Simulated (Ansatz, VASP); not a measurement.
AlN: VASP beside Ansatz

The input INCAR:

```
PREC = Accurate
ENCUT = 520
EDIFF = 1E-6
ISMEAR = 0
SIGMA = 0.05
LREAL = False
LASPH = True
NELM = 60
ALGO = Normal
ISIF = 2
LWAVE = False
LCHARG = False
GGA = PS
NBANDS = 16
```

File KPOINTS:

```
regular mesh
0
Gamma
  9 9 6
```

The input POSCAR:

```
AlN
1.0
    3.2618000000      0.0000000000      0.0000000000
   -1.6309000000      2.8248016620      0.0000000000
    0.0000000000      0.0000000000      4.0572000000
Al N
2 2
Direct
    0.3333333333      0.6666666667      0.7500000000
    0.6666666667      0.3333333333      0.2500000000
    0.3333333333      0.6666666667      0.2500000000
    0.6666666667      0.3333333333      0.7500000000
```

Input for Ansatz:

```yaml
crystal:
  lattice:
    - [3.2618, 0.0, 0.0]
    - [-1.6309, 2.824801662, 0.0]
    - [0.0, 0.0, 4.0572]
  atoms:
    - { symbol: Al, position: [0.3333333333, 0.6666666667, 0.75] }
    - { symbol: Al, position: [0.6666666667, 0.3333333333, 0.25] }
    - { symbol: "N", position: [0.3333333333, 0.6666666667, 0.25] }
    - { symbol: "N", position: [0.6666666667, 0.3333333333, 0.75] }
basis:
  ecutwfc: 520.0
kpoints:
  mp_grid: { grid: [9, 9, 6] }
hamiltonian:
  xc: pbesol
  pseudopotentials: { kind: paw, azcp: { folder: soft_1 } }
scf:
  occupations: { method: gaussian, width: 0.05 }
output:
  forces: true
  stress: true
  eigenvalues: true
```

Alike in both runs: task single point; functional PBEsol; k mesh 9 × 9 × 6; occupations gaussian, width 0.05 eV; no spin polarisation.

```csv
,VASP,Ansatz
version,VASP 6.6.1,Ansatz 0.2.0
potentials or method,"VASP PAW PBE potentials, release 64 (Al, N), cutoff 520 eV","scalar-relativistic, plane waves, PAW"
valence electrons in the cell,16,16
```

```csv
,VASP,Ansatz,Ansatz less VASP
gap on the k mesh at the Fermi level (eV),3.68,3.66,-0.014
least direct gap on the mesh (eV),3.68,3.66,-0.014
pressure (GPa),10.3,10.2,-0.06
"traceless stress, the component that is largest in VASP (GPa)",0.35,0.34,-0.006
```

VASP's potentials were made for PBE, not for PBEsol, and Ansatz warns of the same on its side.
